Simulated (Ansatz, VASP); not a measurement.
# One calculation of Ru2Pb, two programs

```
Ru Pb
1.0
     1.94354    1.12210    5.07529
    -1.94354    1.12210    5.07529
     0.00000   -2.24420    5.07529
Ru Pb
2 1
Direct
  0.80942 0.80942 0.80942
  0.19058 0.19058 0.19058
  0.00000 0.00000 0.00000
```

Alike in both runs: functional PBE; k mesh 12 × 12 × 12; occupations gaussian, width 0.1 eV; no spin polarisation.

Ansatz relaxed the structure, and its values are those at the end. VASP's run is a single point on that final structure, the one shown.

```csv
,VASP,Ansatz
version,VASP 6.6.1,Ansatz 0.2.0
potentials or method,"VASP PAW PBE potentials, release 64 (Ru_pv, Pb_d), cutoff 520 eV","scalar-relativistic, plane waves, PAW"
valence electrons in the cell,42,46
```

Ansatz gave:

* gap on the k mesh at the Fermi level (eV): none
* pressure (GPa): 0.0
* rms of the force components (eV/Å): 0.000

**Question.** Estimate VASP's values.

**Answer.** gap on the k mesh at the Fermi level (eV): none; pressure (GPa): 0.1; rms of the force components (eV/Å): 0.020.

A gap of «none» marks a metal or a gap that the smearing closes. VASP's potentials hold 42 valence electrons a cell and Ansatz's 46, so a difference there can come from the potentials and not from the codes.

Spin-orbit coupling is off throughout.
